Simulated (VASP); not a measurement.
# Al4Ni (P-6m2) in VASP: a series of runs

Al4Ni is run at these levels: PBE; tasks: single point, relaxation of cell and atoms.

All numbers are computed with VASP 6.6.1; they aren't measurements. Logs are shortened: lines on timing, memory, paths and dates and some standing lists are left out, and cuts for length are marked.

### 1 The cell of the first run

The structure is hexagonal, space group P-6m2 (No. 187). The conventional cell has a = 2.753 Å, b = 2.753 Å, c = 22.096 Å, α = 90.00°, β = 90.00°, γ = 120.00°. Within 3.6 Å of Al (site symmetry 3m) lie 3 Ni at 2.72 Å and 9 Al at 2.72 to 2.75 Å. Al (site symmetry 3m) has 12 Al at 2.72 to 2.75 Å within 3.6 Å. Within 3.6 Å of Al (site symmetry -6m2) lie 6 Ni at 2.72 Å and 6 Al at 2.75 Å. Within 3.6 Å of Al (site symmetry 3m) lie 12 Al at 2.72 to 2.75 Å. Al (site symmetry -6m2) has 12 Al at 2.72 to 2.75 Å within 3.6 Å. Within 3.6 Å of Ni (site symmetry 3m) lie 6 Al at 2.72 Å and 6 Ni at 2.75 Å.

### 2 Single point, PBE, collinear spin, ferromagnetic start

The input, INCAR:

```
ALGO     = Fast           # electronic algorithm
EDIFF    = 1E-7           # SCF threshold, eV
ENCUT    = 520            # plane-wave cutoff, eV
GGA      = PE             # functional
ISIF     = 2              # what is computed and relaxed
ISMEAR   = 0              # smearing method
ISPIN    = 2              # spin polarisation
LASPH    = T              # aspherical terms in the spheres
LCHARG   = F              # write CHGCAR
LMAXMIX  = 4              # l up to which the mixer works
LORBIT   = 11             # projections on sites
LREAL    = F              # projectors in reciprocal space
LWAVE    = F              # write WAVECAR
MAGMOM   = 0 0 0 0 0 0 0 0 2 2 # initial moments
NBANDS   = 37             # bands
NELM     = 150            # most SCF steps
PREC     = Accurate       # precision mode
SIGMA    = 0.1            # smearing width, eV
```

The input, KPOINTS:

```
k-points
0
Gamma
  6 6 1
```

The input, POSCAR:

```
Al4Ni
1.0
    2.7532549200      0.0000000000      0.0000000000
   -1.3766274600      2.3843887100      0.0000000000
    0.0000000000      0.0000000000     22.0963769800
Al Ni
8 2
Direct
    0.3333333300      0.6666666700      0.7000000000
    0.3333333300      0.6666666700      0.9000000000
    0.3333333300      0.6666666700      0.1000000000
    0.3333333300      0.6666666700      0.3000000000
    0.3333333300      0.6666666700      0.5000000000
    0.6666666700      0.3333333300      0.8000000000
    0.6666666700      0.3333333300      0.0000000000
    0.6666666700      0.3333333300      0.2000000000
    0.6666666700      0.3333333300      0.4000000000
    0.6666666700      0.3333333300      0.6000000000
```

Potentials or basis: VASP PAW PBE potentials, release 64 (Al, Ni).

Run with:

```console
$ cat potpaw_PBE.64/Al/POTCAR potpaw_PBE.64/Ni/POTCAR > POTCAR
$ mpirun -np 1 vasp_std > vasp.out
```

OUTCAR:

```text
EDIFF = 1E-7
   ENCUT = 520
   GGA = PE
   ISIF = 2
   ISMEAR = 0
   ISPIN = 2
   LASPH = T
   LORBIT = 11
   LREAL = F
   NELM = 150
   PREC = Accurate

 ion  position               nearest neighbor table
   1  0.333  0.667  0.700-   6 2.72  10 2.72   6 2.72  10 2.72   6 2.72  10 2.72
   2  0.333  0.667  0.900-   6 2.72   7 2.72   6 2.72   7 2.72   6 2.72   7 2.72
   3  0.333  0.667  0.100-   7 2.72   8 2.72   7 2.72   8 2.72   7 2.72   8 2.72
   4  0.333  0.667  0.300-   8 2.72   9 2.72   8 2.72   9 2.72   8 2.72   9 2.72
   5  0.333  0.667  0.500-   9 2.72  10 2.72   9 2.72  10 2.72   9 2.72  10 2.72
   6  0.667  0.333  0.800-   1 2.72   2 2.72   1 2.72   2 2.72   1 2.72   2 2.72
   7  0.667  0.333  0.000-   2 2.72   3 2.72   2 2.72   3 2.72   2 2.72   3 2.72
   8  0.667  0.333  0.200-   4 2.72   3 2.72   4 2.72   3 2.72   4 2.72   3 2.72
   9  0.667  0.333  0.400-   4 2.72   5 2.72   4 2.72   5 2.72   4 2.72   5 2.72
  10  0.667  0.333  0.600-   1 2.72   5 2.72   1 2.72   5 2.72   1 2.72   5 2.72

  LATTYP: Found a hexagonal cell.
 ALAT       =     2.7532549200
 C/A-ratio  =     8.0255470787

  Lattice vectors:

 A1 = (   2.7532549200,   0.0000000000,   0.0000000000)
 A2 = (  -1.3766274600,   2.3843887100,   0.0000000000)
 A3 = (   0.0000000000,   0.0000000000,  22.0963769800)

Analysis of symmetry for initial positions (statically):
=====================================================================
 Subroutine PRICEL returns:
 Original cell was already a primitive cell.

 Routine SETGRP: Setting up the symmetry group for a
 hexagonal supercell.

 Subroutine GETGRP returns: Found 12 space group operations
 (whereof 12 operations were pure point group operations)
 out of a pool of 24 trial point group operations.

The static configuration has the point symmetry D_3h.

Analysis of symmetry for dynamics (positions and initial velocities):
=====================================================================
 Subroutine PRICEL returns:
 Original cell was already a primitive cell.

 Routine SETGRP: Setting up the symmetry group for a
 hexagonal supercell.

 Subroutine GETGRP returns: Found 12 space group operations
 (whereof 12 operations were pure point group operations)
 out of a pool of 24 trial point group operations.

The dynamic configuration has the point symmetry D_3h.

Analysis of structural, dynamic, and magnetic symmetry:
=====================================================================
 Subroutine PRICEL returns:
 Original cell was already a primitive cell.

 Routine SETGRP: Setting up the symmetry group for a
 hexagonal supercell.

 Subroutine GETGRP returns: Found 12 space group operations
 (whereof 12 operations were pure point group operations)
 out of a pool of 24 trial point group operations.

The overall configuration has the point symmetry D_3h.

 Subroutine INISYM returns: Found 12 space group operations
 (whereof 12 operations are pure point group operations),
 and found     1 'primitive' translations

----------------------------------------------------------------------------------------

                                     Primitive cell

  volume of cell :     145.0590

  direct lattice vectors                    reciprocal lattice vectors
     2.753254920  0.000000000  0.000000000     0.363206470  0.209697353  0.000000000
    -1.376627460  2.384388710  0.000000000     0.000000000  0.419394705  0.000000000
     0.000000000  0.000000000 22.096376980     0.000000000  0.000000000  0.045256288

  length of vectors
     2.753254920  2.753254925 22.096376980     0.419394706  0.419394705  0.045256288

  position of ions in fractional coordinates (direct lattice)
     0.333333330  0.666666670  0.700000000
     0.333333330  0.666666670  0.900000000
     0.333333330  0.666666670  0.100000000
     0.333333330  0.666666670  0.300000000
     0.333333330  0.666666670  0.500000000
[... 60 lines left out ...]
   NGX,Y,Z   is equivalent  to a cutoff of  12.08, 12.08, 12.64 a.u.
   NGXF,Y,Z  is equivalent  to a cutoff of  24.15, 24.15, 25.28 a.u.
[... 47 lines left out ...]
 cond. band min:       8.9543874006   @ k =   0.3333   0.0000   0.0000
 fundamental gap:      0.1443208873
 Fermi energy:         8.8863489089

 spin component 1

 k-point     1 :       0.0000    0.0000    0.0000
  band No.  band energies     occupation
      1      -3.2387      1.00000
      2      -2.8525      1.00000
      3      -2.2450      1.00000
      4      -1.3484      1.00000
      5      -0.9814      1.00000
      6      -0.1411      1.00000
[... 248 lines left out ...]
     33      11.4455      0.00000
     34      11.4642      0.00000
 Fermi energy:         8.8863489089

 spin component 2

 k-point     1 :       0.0000    0.0000    0.0000
  band No.  band energies     occupation
      1      -3.2386      1.00000
      2      -2.8525      1.00000
      3      -2.2450      1.00000
      4      -1.3483      1.00000
      5      -0.9813      1.00000
      6      -0.1410      1.00000
[... 248 lines left out ...]
     33      11.4458      0.00000
     34      11.4643      0.00000
 [bands above 34 left out]

------------------------ aborting loop because EDIFF is reached ----------------------------------------

  FORCE on cell =-STRESS in cart. coord.  units (eV):
  Direction    XX          YY          ZZ          XY          YZ          ZX
  --------------------------------------------------------------------------------------
  -------------------------------------------------------------------------------------
  Total        4.2638675      4.2638676     -1.4548090      0.0000000     -0.0000000      0.0000000
  in kB       47.0944506     47.0944508    -16.0683773      0.0000000     -0.0000000      0.0000000
  external PRESSURE =      26.0401747 kB  Pullay stress =       0.0000000 kB

 VOLUME and BASIS-vectors are now :
 -----------------------------------------------------------------------------
  energy-cutoff  :      520.00
  volume of cell :      145.06
      direct lattice vectors                 reciprocal lattice vectors
     2.753254920  0.000000000  0.000000000     0.363206470  0.209697353  0.000000000
    -1.376627460  2.384388710  0.000000000     0.000000000  0.419394705  0.000000000
     0.000000000  0.000000000 22.096376980     0.000000000  0.000000000  0.045256288

 POSITION                                       TOTAL-FORCE (eV/Angst)
 -----------------------------------------------------------------------------------
     -0.00000      1.58959     15.46746         0.000000      0.000000     -1.785562
     -0.00000      1.58959     19.88674        -0.000000      0.000000      0.042808
     -0.00000      1.58959      2.20964        -0.000000      0.000000     -0.042808
     -0.00000      1.58959      6.62891         0.000000      0.000000      1.785562
     -0.00000      1.58959     11.04819        -0.000000      0.000000      0.000000
      1.37663      0.79480     17.67710         0.000000      0.000000     -0.078409
      1.37663      0.79480      0.00000         0.000000      0.000000      0.000000
      1.37663      0.79480      4.41928         0.000000     -0.000000      0.078409
      1.37663      0.79480      8.83855         0.000000     -0.000000      0.073453
      1.37663      0.79480     13.25783        -0.000000      0.000000     -0.073453
 -----------------------------------------------------------------------------------
    total drift:                                0.000001     -0.000001      0.000000

  FREE ENERGIE OF THE ION-ELECTRON SYSTEM (eV)
  ---------------------------------------------------
  free  energy   TOTEN  =       -41.3441883032 eV

  energy  without entropy=      -41.3194485588  energy(sigma->0) =      -41.33181843

 total charge

# of ion       s       p       d       tot
------------------------------------------
    1        0.420   0.368   0.000   0.787
    2        0.443   0.377   0.000   0.821
    3        0.443   0.377   0.000   0.821
    4        0.420   0.368   0.000   0.787
    5        0.402   0.355   0.000   0.757
    6        0.439   0.379   0.000   0.818
    7        0.438   0.380   0.000   0.818
    8        0.439   0.379   0.000   0.818
    9        0.394   0.351   8.350   9.096
   10        0.394   0.351   8.350   9.096
--------------------------------------------------
tot          4.232   3.684  16.701  24.617

 magnetization (x)

# of ion       s       p       d       tot
------------------------------------------
    1        0.000   0.000   0.000   0.000
    2        0.000   0.000   0.000   0.000
    3        0.000   0.000   0.000   0.000
    4        0.000   0.000   0.000   0.000
    5       -0.000   0.000   0.000  -0.000
    6        0.000   0.000   0.000   0.000
    7        0.000   0.000   0.000   0.000
    8        0.000   0.000   0.000   0.000
    9       -0.000  -0.000   0.000   0.000
   10       -0.000  -0.000   0.000   0.000
--------------------------------------------------
tot          0.000   0.000   0.001   0.001
```

Run time: 4 min. Hardware: 1 thread of Intel Xeon Platinum 8488C (Sapphire Rapids), shared host; peak memory 0.31 GiB.

What came out:

```
Free energy                                           : -41.3442 eV
Pressure                                              : 2.6 GPa
Largest force                                         : 1.786 eV/Å
Band gap on the k mesh                                : zero (filled and empty bands overlap)
Net moment                                            : 0.00 μB per cell
Valence electrons inside the program's atomic spheres : Al 0.79, 0.82, 0.76 (each value once); Ni 9.10
```

Forces in eV/Å, atoms in the order of the input:
```
Al   0.000  0.000 -1.786
Al   0.000  0.000  0.043
Al   0.000  0.000 -0.043
Al   0.000  0.000  1.786
Al   0.000  0.000  0.000
Al   0.000  0.000 -0.078
Al   0.000  0.000  0.000
Al   0.000  0.000  0.078
Ni   0.000  0.000  0.073
Ni   0.000  0.000 -0.073
```

Caveat: the k points lie up to 0.44 Å⁻¹ apart, too coarse for converged energies and pressures of a metal; the moments typed at the start vanished in this run; forces of over 1 eV/Å act on the atoms, so gaps and moduli don't describe the material at rest.

(Part 1 of 2 ends here.)

The gap in the log of VASP goes by the Fermi energy; the results here count the filled bands.